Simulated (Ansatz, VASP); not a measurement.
TaC in VASP and in Ansatz

INCAR

```
PREC = Accurate ; ENCUT = 600
EDIFF = 1E-6 ; ISMEAR = 0
SIGMA = 0.1 ; LREAL = False
LASPH = True ; NELM = 120
ALGO = Normal ; ISIF = 2
LWAVE = False ; LCHARG = False
GGA = PE ; NBANDS = 14
GGA_COMPAT = False
```

File KPOINTS:

```
regular mesh
0
Gamma
  6 6 6
```

Contents of POSCAR:

```
TaC
1.0
    0.0000000000      2.2230000500      2.2230000500
    2.2230000500      0.0000000000      2.2230000500
    2.2230000500      2.2230000500      0.0000000000
Ta C
1 1
Direct
    0.0000000000      0.0000000000      0.0000000000
    0.5000000000      0.5000000000      0.5000000000
```

Input for Ansatz:

```yaml
crystal:
  lattice:
    - [0.0, 2.22300005, 2.22300005]
    - [2.22300005, 0.0, 2.22300005]
    - [2.22300005, 2.22300005, 0.0]
  atoms:
    - { symbol: Ta, position: [0.0, 0.0, 0.0] }
    - { symbol: C, position: [0.5, 0.5, 0.5] }
basis:
  ecutwfc: 420
kpoints:
  mp_grid: { grid: [6, 6, 6] }
hamiltonian:
  xc: pbe
scf:
  occupations: { method: gaussian, width: 0.1 }
  lower_state_search: "off"
output:
  forces: true
  stress: true
  eigenvalues: true
```

Alike in both runs: task single point; functional PBE; k mesh 6 × 6 × 6; occupations gaussian, width 0.1 eV; no spin polarisation.

```csv
,VASP,Ansatz
version,VASP 6.6.1,Ansatz 0.2.0
potentials or method,"VASP PAW PBE potentials, release 64 (Ta_pv, C), cutoff 600 eV","scalar-relativistic, plane waves, PAW"
valence electrons in the cell,15,17
```

Ansatz gave:

```
gap on the k mesh at the Fermi level (eV) : none
pressure (GPa)                            : 6.5
```

Estimate VASP's values.

gap on the k mesh at the Fermi level (eV): none; pressure (GPa): 7.2.

A gap of «none» marks a metal or a gap that the smearing closes. VASP's potentials hold 15 valence electrons a cell and Ansatz's 17, so a difference there can come from the potentials and not from the codes.

The k mesh is coarse, so the values compare programs but aren't converged. Neither program's run includes spin-orbit coupling.
